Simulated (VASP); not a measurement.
Runs of VASP 6.6.1 on Li3S2. The structure is that of space group P-3m1 (No. 164), or close to it. The cells are those of the table. 

```tsv
task	cell	k mesh	cutoff (eV)	gap on the mesh (eV)	pressure (GPa)	relaxed volume (Å³/atom)	largest force (eV/Å)
relaxation of cell and atoms	relaxed from a = 4.084, b = 4.084, c = 5.496 Å, angles 90.0, 90.0, 120.0°, 5 atoms	12 × 12 × 8	600	none	-0.1	15.86	-
single point	a = 4.084, b = 4.084, c = 5.500 Å, angles 90.0, 90.0, 120.0°, 5 atoms	12 × 12 × 8	520	none	-	-	0.01
relaxation of cell and atoms	relaxed from a = 3.847, b = 3.847, c = 5.985 Å, angles 90.0, 90.0, 120.0°, 5 atoms	12 × 12 × 6	600	none	0.0	(a)	0.01
single point	a = 3.847, b = 3.847, c = 5.985 Å, angles 90.0, 90.0, 120.0°, 5 atoms	6 × 6 × 4	520	none	-	-	0.35
single point	a = 4.084, b = 4.084, c = 5.496 Å, angles 90.0, 90.0, 120.0°, 5 atoms	12 × 12 × 6	520	none	-	-	0.01
single point	a = 4.084, b = 4.084, c = 5.500 Å, angles 90.0, 90.0, 120.0°, 5 atoms	6 × 6 × 4	520	none	-	-	0.01
```

Alike in all rows: level PBE; potentials or basis VASP PAW PBE potentials, release 64 (Li_sv, S); no spin polarisation; smearing gaussian 0.1 eV.

**Question.** Estimate the missing entries.

**Answer.** (a) 15.84.

Caveats: the cutoff is under 1.25 times the usual one of these potentials, so pressure, stress and relaxed cells hold a basis-set (Pulay) error.

A gap of «none» marks levels without a gap at the run's occupations.
